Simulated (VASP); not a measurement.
# Mo (P6_3/mmc) in VASP: single point with r2SCAN

Aim: the single point of Mo with r2SCAN.

Program: VASP 6.6.1. These are calculated values, not measurements. Logs are shortened: lines on timing, memory, paths and dates and some standing lists are left out, and cuts for length are marked.

### 1 The cell of the first run

The structure is hexagonal, space group P6_3/mmc (No. 194). The conventional cell has a = 2.735 Å, b = 2.735 Å, c = 4.933 Å, α = 90.00°, β = 90.00°, γ = 120.00°. Mo (site symmetry -6m2) has 12 Mo at 2.74 to 2.93 Å within 3.6 Å.

### 2 Single point, r2SCAN

File POSCAR:

```
Mo
1.0
    2.7350312552      0.0000000000      0.0000000000
   -1.3675156276      2.3686065471      0.0000000000
    0.0000000000      0.0000000000      4.9330038789
Mo
2
Direct
    0.3333333333      0.6666666667      0.7500000000
    0.6666666667      0.3333333333      0.2500000000
```

File INCAR.step1:

```
PREC = Accurate
ENCUT = 520
ISMEAR = 0
SIGMA = 0.05
LREAL = False
LASPH = True
NELM = 100
NBANDS = 21
GGA = PE
ALGO = Normal
EDIFF = 1E-4
LWAVE = True
LCHARG = False
```

File INCAR.step2:

```
PREC = Accurate
ENCUT = 520
EDIFF = 1E-7
ISMEAR = 0
SIGMA = 0.05
LREAL = False
LASPH = True
NELM = 100
ALGO = Normal
ISIF = 2
LWAVE = False
LCHARG = False
METAGGA = R2SCAN
LMIXTAU = True
NBANDS = 21
ISTART = 1
```

File KPOINTS:

```
Automatic mesh
0
Gamma
  18 18 8
```

Potentials or basis: VASP PAW PBE potentials, release 64 (Mo_sv).

The run is started by

```bash
$ cat potpaw_PBE.64/Mo_sv/POTCAR > POTCAR
$ cp INCAR.step1 INCAR
$ mpirun -np 1 vasp_std > vasp.out
$ cp INCAR.step2 INCAR
$ mpirun -np 1 vasp_std > vasp.out
```

OUTCAR:

```text
PREC = Accurate
   ENCUT = 520
   EDIFF = 1E-7
   ISMEAR = 0
   LREAL = False
   LASPH = True
   NELM = 100
   ISIF = 2
   METAGGA = R2SCAN
   ISTART = 1

 ion  position               nearest neighbor table
   1  0.333  0.667  0.750-   2 2.93   2 2.93   2 2.93   2 2.93   2 2.93   2 2.93
   2  0.667  0.333  0.250-   1 2.93   1 2.93   1 2.93   1 2.93   1 2.93   1 2.93

  LATTYP: Found a hexagonal cell.
 ALAT       =     2.7350312552
 C/A-ratio  =     1.8036371137

  Lattice vectors:

 A1 = (   2.7350312552,   0.0000000000,   0.0000000000)
 A2 = (  -1.3675156276,   2.3686065471,   0.0000000000)
 A3 = (   0.0000000000,   0.0000000000,   4.9330038789)

Analysis of symmetry for initial positions (statically):
=====================================================================
 Subroutine PRICEL returns:
 Original cell was already a primitive cell.

 Routine SETGRP: Setting up the symmetry group for a
 hexagonal supercell.

 Subroutine GETGRP returns: Found 24 space group operations
 (whereof 12 operations were pure point group operations)
 out of a pool of 24 trial point group operations.

The static configuration has the point symmetry D_3d.
 The point group associated with its full space group is D_6h.

Analysis of symmetry for dynamics (positions and initial velocities):
=====================================================================
 Subroutine PRICEL returns:
 Original cell was already a primitive cell.

 Routine SETGRP: Setting up the symmetry group for a
 hexagonal supercell.

 Subroutine GETGRP returns: Found 24 space group operations
 (whereof 12 operations were pure point group operations)
 out of a pool of 24 trial point group operations.

The dynamic configuration has the point symmetry D_3d.
 The point group associated with its full space group is D_6h.

 Subroutine INISYM returns: Found 24 space group operations
 (whereof 12 operations are pure point group operations),
 and found     1 'primitive' translations

----------------------------------------------------------------------------------------

                                     Primitive cell

  volume of cell :      31.9570

  direct lattice vectors                    reciprocal lattice vectors
     2.735031255  0.000000000  0.000000000     0.365626535  0.211094578  0.000000000
    -1.367515628  2.368606547  0.000000000     0.000000000  0.422189156  0.000000000
     0.000000000  0.000000000  4.933003879     0.000000000  0.000000000  0.202716240

  length of vectors
     2.735031255  2.735031255  4.933003879     0.422189156  0.422189156  0.202716240

  position of ions in fractional coordinates (direct lattice)
     0.333333333  0.666666667  0.750000000
     0.666666667  0.333333333  0.250000000

  ion indices of the primitive-cell ions
   primitive index   ion index
                 1           1
                 2           2

----------------------------------------------------------------------------------------

 KPOINTS: Automatic mesh

Automatic generation of k-mesh.
 Grid dimensions read from file:
 generate k-points for:   18   18    8

 Generating k-lattice:

  Cartesian coordinates                     Fractional coordinates (reciprocal lattice)
     0.020312585  0.011727477  0.000000000     0.055555556  0.000000000  0.000000000
     0.000000000  0.023454953  0.000000000     0.000000000  0.055555556  0.000000000
     0.000000000  0.000000000  0.025339530     0.000000000  0.000000000  0.125000000

  Length of vectors
     0.023454953  0.023454953  0.025339530

  Shift w.r.t. Gamma in fractional coordinates (k-lattice)
     0.000000000  0.000000000  0.000000000

 Subroutine IBZKPT returns following result:
 ===========================================

 Found    185 irreducible k-points:

 Following reciprocal coordinates:
            Coordinates               Weight
  0.000000  0.000000  0.000000      1.000000
  0.055556  0.000000  0.000000      6.000000
  0.111111  0.000000  0.000000      6.000000
  0.166667  0.000000  0.000000      6.000000
  0.222222 -0.000000  0.000000      6.000000
  0.277778  0.000000  0.000000      6.000000
[... 16 lines left out ...]
  0.333333  0.111111  0.000000     12.000000
  0.388889  0.111111  0.000000     12.000000
 [... further k-points ...]
   k-points           NKPTS =    185   k-points in BZ     NKDIM =    185   number of bands    NBANDS=     21
   number of dos      NEDOS =    301   number of ions     NIONS =      2
   total plane-waves  NPLWV =  16000
   dimension x,y,z NGX =    20 NGY =   20 NGZ =   40
   dimension x,y,z NGXF=    40 NGYF=   40 NGZF=   80
   ions per type =               2
   NGX,Y,Z   is equivalent  to a cutoff of  12.16, 12.16, 13.48 a.u.
   NGXF,Y,Z  is equivalent  to a cutoff of  24.31, 24.31, 26.96 a.u.
 SYSTEM =  unknown system
   PREC   = accura    normal or accurate (medium, high low for compatibility)
   ISTART =      1    job   : 0-new  1-cont  2-samecut
   ICHARG =      0    charge: 1-file 2-atom 10-const
   ISPIN  =      1    spin polarized calculation?
   LNONCOLLINEAR =      F non collinear calculations
   LSORBIT =      F    spin-orbit coupling
   LASPH  =      T    aspherical Exc in radial PAW
   ENCUT  =  520.0 eV  38.22 Ry    6.18 a.u.   5.09  5.09  9.17*2*pi/ulx,y,z
   NELM   =    100;   NELMIN=  2; NELMDL=  0     # of ELM steps
   EDIFF  = 0.1E-06   stopping-criterion for ELM
   LREAL  =      F    real-space projection
   EDIFFG = 0.1E-05   stopping-criterion for IOM
   NSW    =      0    number of steps for IOM
   IBRION =     -1    ionic relax: 0-MD 1-quasi-New 2-CG
   NFREE  =      0    steps in history (QN), initial steepest desc. (CG)
   ISIF   =      2    stress and relaxation
   ISYM   =      2    0-nonsym 1-usesym 2-fastsym
   POTIM  = 0.5000    time-step for ionic-motion
   TEBEG  =    0.0;   TEEND  =   0.0 temperature during run
   PSTRESS=    0.0 pullay stress
   NELECT =      28.0000    total number of electrons
   NUPDOWN=      -1.0000    fix difference up-down
   EMIN   =  10.00;   EMAX   =-10.00  energy-range for DOS
   EFERMI =   0.00;   METHOD = LEGACY
   ISMEAR =     0;   SIGMA  =   0.05  broadening in eV -4-tet -1-fermi 0-gaus
   EFERMI_NEDOS =   21; number of points for ismear=-14 and -15
   IALGO  =     38    algorithm
   IMIX   =      4    mixing-type and parameters
     AMIX     =   0.40;   BMIX     =  1.00
     AMIX_MAG =   1.60;   BMIX_MAG =  1.00
  volume/ion in A,a.u.               =      15.98       107.83
  Fermi-wavevector in a.u.,A,eV,Ry     =   1.566530  2.960312 33.388903  2.454015
  Thomas-Fermi vector in A             =   2.668844
   LORBIT       =      0    0 simple, 1 ext, 2 COOP (PROOUT), +10 PAW based schemes
   METAGGA = R2SCAN    functional components
   LHFCALC =     F    Hartree Fock is set to
   AEXX    =    0.0000 exact exchange contribution
   IVDW    =     0    specifies the selected vdW correction
   LEPSILON=     F    determine dielectric tensor
   LRPA    =     F    only Hartree local field effects (RPA)
 non-spin polarized calculation
 Gauss-broadening in eV      SIGMA  =   0.05
  energy-cutoff  :      520.00
  volume of cell :       31.96
 maximum number of plane-waves:       894
   NGX = 11   NGY = 11   NGZ = 19

 number of electron      27.9999995 magnetization

 Free energy of the ion-electron system (eV)
  ---------------------------------------------------
  ext. energy  EPLUGINS =         0.00000000
  ---------------------------------------------------
  free energy    TOTEN  =       -51.16873526 eV

  energy without entropy =      -51.16606068  energy(sigma->0) =      -51.16739797

 E-fermi :  11.9723     XC(G=0): -14.4640

 val. band max:       11.9579621192   @ k =   0.3333   0.1111   0.5000
 cond. band min:      11.9724479807   @ k =   0.4444   0.1111   0.1250
 fundamental gap:      0.0144858615
 Fermi energy:        11.9723256736

 k-point     1 :       0.0000    0.0000    0.0000
  band No.  band energies     occupation
      1     -50.9015      2.00000
      2     -50.7349      2.00000
      3     -24.7560      2.00000
      4     -23.6491      2.00000
      5     -23.4129      2.00000
      6     -23.4129      2.00000
[... 13 lines left out ...]
     20      15.5647      0.00000
     21      21.9607      0.00000

 k-point     2 :       0.0556    0.0000    0.0000
  band No.  band energies     occupation
      1     -50.8932      2.00000
      2     -50.7288      2.00000
      3     -24.7421      2.00000
      4     -23.6500      2.00000
      5     -23.4589      2.00000
      6     -23.4252      2.00000
[... 13 lines left out ...]
     20      15.9944      0.00000
     21      21.9410      0.00000

 k-point     3 :       0.1111    0.0000    0.0000
  band No.  band energies     occupation
      1     -50.8692      2.00000
      2     -50.7113      2.00000
      3     -24.7013      2.00000
      4     -23.6532      2.00000
      5     -23.5905      2.00000
      6     -23.4887      2.00000
[... 13 lines left out ...]
     20      16.9338      0.00000
     21      21.8734      0.00000

 k-point     4 :       0.1667    0.0000    0.0000
  band No.  band energies     occupation
      1     -50.8320      2.00000
      2     -50.6846      2.00000
      3     -24.6365      2.00000
      4     -23.7904      2.00000
      5     -23.6865      2.00000
      6     -23.6602      2.00000
[... 13 lines left out ...]
     20      18.0470      0.00000
     21      21.7487      0.00000

 k-point     5 :       0.2222   -0.0000    0.0000
  band No.  band energies     occupation
      1     -50.7854      2.00000
      2     -50.6523      2.00000
      3     -24.5526      2.00000
      4     -24.0326      2.00000
      5     -23.9221      2.00000
      6     -23.6727      2.00000
[... 13 lines left out ...]
     20      19.2033      0.00000
     21      21.5816      0.00000

 k-point     6 :       0.2778    0.0000    0.0000
  band No.  band energies     occupation
      1     -50.7344      2.00000
      2     -50.6187      2.00000
      3     -24.4561      2.00000
      4     -24.2865      2.00000
      5     -24.1655      2.00000
      6     -23.6928      2.00000
[... 13 lines left out ...]
     20      20.3288      0.00000
     21      21.4185      0.00000

 k-point     7 :       0.3333    0.0000    0.0000
  band No.  band energies     occupation
      1     -50.6847      2.00000
      2     -50.5883      2.00000
      3     -24.5212      2.00000
      4     -24.3883      2.00000
      5     -24.3551      2.00000
      6     -23.7215      2.00000
[... 13 lines left out ...]
     20      21.3110      0.00000
     21      21.3563      0.00000
[... 291 lines left out ...]
      1     -50.7669      2.00000
      2     -50.6399      2.00000
      3     -24.5184      2.00000
      4     -24.0672      2.00000
      5     -24.0164      2.00000
      6     -23.6789      2.00000
[... 13 lines left out ...]
     20      19.7698      0.00000
     21      21.5771      0.00000

 k-point    21 :       0.2222    0.1111    0.0000
  band No.  band energies     occupation
      1     -50.7185      2.00000
      2     -50.6086      2.00000
      3     -24.4250      2.00000
      4     -24.2930      2.00000
      5     -24.2155      2.00000
      6     -23.7003      2.00000
[... 13 lines left out ...]
     20      20.8917      0.00000
     21      21.5308      0.00000

 k-point    22 :       0.2778    0.1111    0.0000
  band No.  band energies     occupation
      1     -50.6712      2.00000
      2     -50.5805      2.00000
      3     -24.5038      2.00000
      4     -24.3966      2.00000
      5     -24.3268      2.00000
      6     -23.7759      2.00000
[... 13 lines left out ...]
     20      21.6390      0.00000
     21      21.9565      0.00000

 k-point    23 :       0.3333    0.1111    0.0000
  band No.  band energies     occupation
      1     -50.6304      2.00000
      2     -50.5594      2.00000
      3     -24.6732      2.00000
      4     -24.5423      2.00000
      5     -24.2336      2.00000
      6     -23.8413      2.00000
[... 13 lines left out ...]
     20      21.7671      0.00000
     21      22.8763      0.00000

 k-point    24 :       0.3889    0.1111    0.0000
  band No.  band energies     occupation
      1     -50.6018      2.00000
      2     -50.5474      2.00000
      3     -24.7824      2.00000
      4     -24.6366      2.00000
      5     -24.1600      2.00000
      6     -23.8836      2.00000
[... 13 lines left out ...]
     20      21.1688      0.00000
     21      23.5344      0.00000

 [... further k-points ...]

------------------------ aborting loop because EDIFF is reached ----------------------------------------

  FORCE on cell =-STRESS in cart. coord.  units (eV):
  Direction    XX          YY          ZZ          XY          YZ          ZX
  --------------------------------------------------------------------------------------
  -------------------------------------------------------------------------------------
  Total        0.2174916      0.2174916      0.1672795      0.0000000      0.0000000      0.0000000
  in kB       10.9040152     10.9040152      8.3866147      0.0000000      0.0000000      0.0000000
  external PRESSURE =      10.0648817 kB  Pullay stress =       0.0000000 kB

 VOLUME and BASIS-vectors are now :
 -----------------------------------------------------------------------------
  energy-cutoff  :      520.00
  volume of cell :       31.96
      direct lattice vectors                 reciprocal lattice vectors
     2.735031255  0.000000000  0.000000000     0.365626535  0.211094578  0.000000000
    -1.367515628  2.368606547  0.000000000     0.000000000  0.422189156  0.000000000
     0.000000000  0.000000000  4.933003879     0.000000000  0.000000000  0.202716240

 POSITION                                       TOTAL-FORCE (eV/Angst)
 -----------------------------------------------------------------------------------
     -0.00000      1.57907      3.69975        -0.000000      0.000000      0.000000
      1.36752      0.78954      1.23325         0.000000     -0.000000      0.000000
 -----------------------------------------------------------------------------------
    total drift:                               -0.000000      0.000000     -0.000000

  FREE ENERGIE OF THE ION-ELECTRON SYSTEM (eV)
  ---------------------------------------------------
  free  energy   TOTEN  =       -51.1687352638 eV

  energy  without entropy=      -51.1660606821  energy(sigma->0) =      -51.16739797
```

Run time: 4.7 min. Hardware: 1 thread of Intel Xeon Platinum 8375C at 2.90GHz (Ice Lake), shared host; peak memory 0.22 GiB.

What came out:

```
Free energy            : -51.1687 eV
Pressure               : 1.0 GPa
Band gap on the k mesh : zero (band 14 reaches 13.38 eV, above the bottom of band 15 at 11.31 eV)
```

Caveat: the PAW data sets were made with another functional, which shifts forces and pressure a little.
